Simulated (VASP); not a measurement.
Here is a VASP 6.6.1 calculation.

Contents of POSCAR:

```
Pd
1.0
   -1.5722810000      1.5722810000      1.5722810000
    1.5722810000     -1.5722810000      1.5722810000
    1.5722810000      1.5722810000     -1.5722810000
Pd
1
Direct
    0.0000000000      0.0000000000      0.0000000000
```

INCAR.step1

```
PREC = Accurate
ENCUT = 520
EDIFF = 1E-5
ISMEAR = -1
SIGMA = 0.05
LREAL = False
LASPH = True
NELM = 80
ALGO = Normal
ISIF = 2
LWAVE = True
LCHARG = False
GGA = PE
NBANDS = 11
```

The input INCAR.step2:

```
PREC = Accurate
ENCUT = 520
EDIFF = 1E-7
ISMEAR = -1
SIGMA = 0.05
LREAL = False
LASPH = True
NELM = 80
ALGO = Normal
ISIF = 2
LWAVE = False
LCHARG = False
GGA = PE
LHFCALC = True
HFSCREEN = 0.2079
PRECFOCK = Normal
ISTART = 1
NBANDS = 11
```

The input KPOINTS:

```
regular mesh
0
Gamma
  6 6 6
```

Potentials or basis: VASP PAW PBE potentials, release 64 (Pd).

Command:

```sh
$ cat potpaw_PBE.64/Pd/POTCAR > POTCAR
$ cp INCAR.step1 INCAR
$ mpirun -np 1 vasp_std > vasp.out
$ cp INCAR.step2 INCAR
$ mpirun -np 1 vasp_std > vasp.out
```

Problem. What does it give for the band gap on the k mesh?

Solution. Zero (bands 5 and 6 overlap by 2.15 eV).

Problem. Estimate the pressure.

Solution. -6.3 GPa.

Caveat: the k points lie up to 0.47 Å⁻¹ apart, too coarse for converged energies and pressures of a metal; the PAW data sets were made with another functional, which shifts forces and pressure a little.
